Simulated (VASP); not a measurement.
# F2 in VASP: single point with revPBE

Aim: the single point of F2 with revPBE.

All numbers are computed with VASP 6.6.1; they aren't measurements. Logs are shortened: lines on timing, memory, paths and dates and some standing lists are left out, and cuts for length are marked.

## Step 1: The cell of the first run

The cell holds a molecule in a box, 2 atoms: a = 12.000 Å, b = 12.300 Å, c = 12.600 Å, α = 90.00°, β = 90.00°, γ = 90.00°.

## Step 2: Single point, revPBE

Input file INCAR:

```
SYSTEM = F
ALGO     = Normal         ! electronic algorithm
EDIFF    = 1E-6           ! SCF threshold, eV
ENCUT    = 1010           ! plane-wave cutoff, eV
GGA      = RE             ! functional
GGA_COMPAT= .FALSE.      
ISIF     = 2              ! what is computed and relaxed
ISMEAR   = -1             ! smearing method
LASPH    = .TRUE.         ! aspherical terms in the spheres
LCHARG   = .TRUE.         ! write CHGCAR
LELF     = .TRUE.         ! ELF
LREAL    = .FALSE.        ! projectors in reciprocal space
LVHAR    = .TRUE.       
LWAVE    = .FALSE.        ! write WAVECAR
NBANDS   = 14             ! bands
NELM     = 120            ! most SCF steps
NELMDL   = -8           
PREC     = Accurate       ! precision mode
SIGMA    = 0.01           ! smearing width, eV
```

Input file KPOINTS:

```
k-points
0
G
  1 1 1
  0 0 0
```

Input file POSCAR:

```
F
1.0
   12.0000000000      0.0000000000      0.0000000000
    0.0000000000     12.3000000000      0.0000000000
    0.0000000000      0.0000000000     12.6000000000
F
2
Direct
    0.5000000000      0.5000000000      0.4435904758
    0.5000000000      0.5000000000      0.5564095242
```

Potentials or basis: VASP PAW PBE potentials, release 64 (F_h).

The run is started by

```bash
$ cat potpaw_PBE.64/F_h/POTCAR > POTCAR
$ mpirun -np 1 vasp_gam > vasp.out
```

OUTCAR:

```text
SYSTEM = F
   EDIFF = 1E-6
   ENCUT = 1010
   GGA = RE
   ISIF = 2
   ISMEAR = -1
   LASPH = .TRUE.
   LREAL = .FALSE.
   NELM = 120
   NELMDL = -8
   PREC = Accurate

 ion  position               nearest neighbor table
   1  0.500  0.500  0.444-   2 1.42
   2  0.500  0.500  0.556-   1 1.42

  LATTYP: Found a simple orthorhombic cell.
 ALAT       =    12.0000000000
 B/A-ratio  =     1.0250000000
 C/A-ratio  =     1.0500000000

  Lattice vectors:

 A1 = (  12.0000000000,   0.0000000000,   0.0000000000)
 A2 = (   0.0000000000,  12.3000000000,   0.0000000000)
 A3 = (   0.0000000000,   0.0000000000,  12.6000000000)

Analysis of symmetry for initial positions (statically):
=====================================================================
 Subroutine PRICEL returns:
 Original cell was already a primitive cell.

 Routine SETGRP: Setting up the symmetry group for a
 simple orthorhombic supercell.

 Subroutine GETGRP returns: Found  8 space group operations
 (whereof  8 operations were pure point group operations)
 out of a pool of  8 trial point group operations.

The static configuration has the point symmetry D_2h.

Analysis of symmetry for dynamics (positions and initial velocities):
=====================================================================
 Subroutine PRICEL returns:
 Original cell was already a primitive cell.

 Routine SETGRP: Setting up the symmetry group for a
 simple orthorhombic supercell.

 Subroutine GETGRP returns: Found  8 space group operations
 (whereof  8 operations were pure point group operations)
 out of a pool of  8 trial point group operations.

The dynamic configuration has the point symmetry D_2h.

 Subroutine INISYM returns: Found  8 space group operations
 (whereof  8 operations are pure point group operations),
 and found     1 'primitive' translations

----------------------------------------------------------------------------------------

                                     Primitive cell

  volume of cell :    1859.7600

  direct lattice vectors                    reciprocal lattice vectors
    12.000000000  0.000000000  0.000000000     0.083333333  0.000000000  0.000000000
     0.000000000 12.300000000  0.000000000     0.000000000  0.081300813  0.000000000
     0.000000000  0.000000000 12.600000000     0.000000000  0.000000000  0.079365079

  length of vectors
    12.000000000 12.300000000 12.600000000     0.083333333  0.081300813  0.079365079

  position of ions in fractional coordinates (direct lattice)
     0.500000000  0.500000000  0.443590476
     0.500000000  0.500000000  0.556409524

  ion indices of the primitive-cell ions
   primitive index   ion index
                 1           1
                 2           2

----------------------------------------------------------------------------------------

 KPOINTS: k-points

Automatic generation of k-mesh.
 Grid dimensions read from file:
 generate k-points for:    1    1    1

 Generating k-lattice:

  Cartesian coordinates                     Fractional coordinates (reciprocal lattice)
     0.083333333  0.000000000  0.000000000     1.000000000  0.000000000  0.000000000
     0.000000000  0.081300813  0.000000000     0.000000000  1.000000000  0.000000000
     0.000000000  0.000000000  0.079365079     0.000000000  0.000000000  1.000000000

  Length of vectors
     0.083333333  0.081300813  0.079365079

  Shift w.r.t. Gamma in fractional coordinates (k-lattice)
     0.000000000  0.000000000  0.000000000

 Subroutine IBZKPT returns following result:
 ===========================================

 Found      1 irreducible k-points:

 Following reciprocal coordinates:
            Coordinates               Weight
  0.000000  0.000000  0.000000      1.000000
   k-points           NKPTS =      1   k-points in BZ     NKDIM =      1   number of bands    NBANDS=     14
   number of dos      NEDOS =    301   number of ions     NIONS =      2
   total plane-waves  NPLWV = ******
   dimension x,y,z NGX =   126 NGY =  128 NGZ =  140
   dimension x,y,z NGXF=   252 NGYF=  256 NGZF=  280
   ions per type =               2
   NGX,Y,Z   is equivalent  to a cutoff of  17.46, 17.30, 18.47 a.u.
   NGXF,Y,Z  is equivalent  to a cutoff of  34.91, 34.60, 36.94 a.u.
 SYSTEM =  F
   PREC   = accura    normal or accurate (medium, high low for compatibility)
   ISTART =      0    job   : 0-new  1-cont  2-samecut
   ICHARG =      2    charge: 1-file 2-atom 10-const
   ISPIN  =      1    spin polarized calculation?
   LNONCOLLINEAR =      F non collinear calculations
   LSORBIT =      F    spin-orbit coupling
   LASPH  =      T    aspherical Exc in radial PAW
   ENCUT  = 1010.0 eV  74.23 Ry    8.62 a.u.  31.10 31.87 32.65*2*pi/ulx,y,z
   NELM   =    120;   NELMIN=  2; NELMDL= -8     # of ELM steps
   EDIFF  = 0.1E-05   stopping-criterion for ELM
   LREAL  =      F    real-space projection
   EDIFFG = 0.1E-04   stopping-criterion for IOM
   NSW    =      0    number of steps for IOM
   IBRION =     -1    ionic relax: 0-MD 1-quasi-New 2-CG
   NFREE  =      0    steps in history (QN), initial steepest desc. (CG)
   ISIF   =      2    stress and relaxation
   ISYM   =      2    0-nonsym 1-usesym 2-fastsym
   POTIM  = 0.5000    time-step for ionic-motion
   TEBEG  =    0.0;   TEEND  =   0.0 temperature during run
   PSTRESS=    0.0 pullay stress
   NELECT =      14.0000    total number of electrons
   NUPDOWN=      -1.0000    fix difference up-down
   EMIN   =  10.00;   EMAX   =-10.00  energy-range for DOS
   EFERMI =   0.00;   METHOD = LEGACY
   ISMEAR =    -1;   SIGMA  =   0.01  broadening in eV -4-tet -1-fermi 0-gaus
   EFERMI_NEDOS =   21; number of points for ismear=-14 and -15
   IALGO  =     38    algorithm
   IMIX   =      4    mixing-type and parameters
     AMIX     =   0.40;   BMIX     =  1.00
     AMIX_MAG =   1.60;   BMIX_MAG =  1.00
  volume/ion in A,a.u.               =     929.88      6275.14
  Fermi-wavevector in a.u.,A,eV,Ry     =   0.320847  0.606314  1.400625  0.102943
  Thomas-Fermi vector in A             =   1.207823
   LORBIT       =      0    0 simple, 1 ext, 2 COOP (PROOUT), +10 PAW based schemes
   GGA     = RE    functional components
   LHFCALC =     F    Hartree Fock is set to
   AEXX    =    0.0000 exact exchange contribution
   IVDW    =     0    specifies the selected vdW correction
   LEPSILON=     F    determine dielectric tensor
   LRPA    =     F    only Hartree local field effects (RPA)
 non-spin polarized calculation
  energy-cutoff  :     1010.00
  volume of cell :     1859.76
 maximum number of plane-waves:     67739
 NGX is ok and might be reduce to   126
   NGX = 63   NGY = 63   NGZ = 65

 number of electron      13.9999993 magnetization

 Free energy of the ion-electron system (eV)
  ---------------------------------------------------
  ext. energy  EPLUGINS =         0.00000000
  ---------------------------------------------------
  free energy    TOTEN  =        -3.49026064 eV

  energy without entropy =       -3.49026064  energy(sigma->0) =       -3.49026064

 E-fermi :  -9.0177     XC(G=0):  -0.3257

 val. band max:       -9.3284264386   @ k =   0.0000   0.0000   0.0000
 cond. band min:      -5.7591308848   @ k =   0.0000   0.0000   0.0000
 fundamental gap:      3.5692955539
 Fermi energy:        -9.0176643820

 k-point     1 :       0.0000    0.0000    0.0000
  band No.  band energies     occupation
      1     -33.8045      2.00000
      2     -27.7141      2.00000
      3     -15.2009      2.00000
      4     -12.6210      2.00000
      5     -12.6210      2.00000
      6      -9.3284      2.00000
      7      -9.3284      2.00000
      8      -5.7591      0.00000
      9      -0.2987      0.00000
     10       0.5790      0.00000
     11       0.7080      0.00000
     12       0.7938      0.00000
     13       0.8329      0.00000
     14       0.9535      0.00000

------------------------ aborting loop because EDIFF is reached ----------------------------------------

  FORCE on cell =-STRESS in cart. coord.  units (eV):
  Direction    XX          YY          ZZ          XY          YZ          ZX
  --------------------------------------------------------------------------------------
  -------------------------------------------------------------------------------------
  Total       -0.0325413     -0.0316377     -0.0334000      0.0000000      0.0000000      0.0000000
  in kB       -0.0280342     -0.0272558     -0.0287740      0.0000000      0.0000000      0.0000000
  external PRESSURE =      -0.0280213 kB  Pullay stress =       0.0000000 kB

 VOLUME and BASIS-vectors are now :
 -----------------------------------------------------------------------------
  energy-cutoff  :     1010.00
  volume of cell :     1859.76
      direct lattice vectors                 reciprocal lattice vectors
    12.000000000  0.000000000  0.000000000     0.083333333  0.000000000  0.000000000
     0.000000000 12.300000000  0.000000000     0.000000000  0.081300813  0.000000000
     0.000000000  0.000000000 12.600000000     0.000000000  0.000000000  0.079365079

 POSITION                                       TOTAL-FORCE (eV/Angst)
 -----------------------------------------------------------------------------------
      6.00000      6.15000      5.58924         0.000000     -0.000000      0.002079
      6.00000      6.15000      7.01076         0.000000      0.000000     -0.002079
 -----------------------------------------------------------------------------------
    total drift:                                0.000000     -0.000000      0.000000

  FREE ENERGIE OF THE ION-ELECTRON SYSTEM (eV)
  ---------------------------------------------------
  free  energy   TOTEN  =        -3.4902606430 eV

  energy  without entropy=       -3.4902606430  energy(sigma->0) =       -3.49026064
```

It took 4.3 min on 1 thread of Intel Xeon Platinum 8559C (Emerald Rapids), shared host; peak memory 3 GiB.

What came out:

* Free energy: -3.4903 eV
* Gap between the frontier levels: 3.57 eV

Forces in eV/Å, atoms in the order of the input:
```
F    0.000  0.000  0.002
F    0.000  0.000 -0.002
```

Caveat: the PAW data sets were made with another functional, which shifts forces and pressure a little.
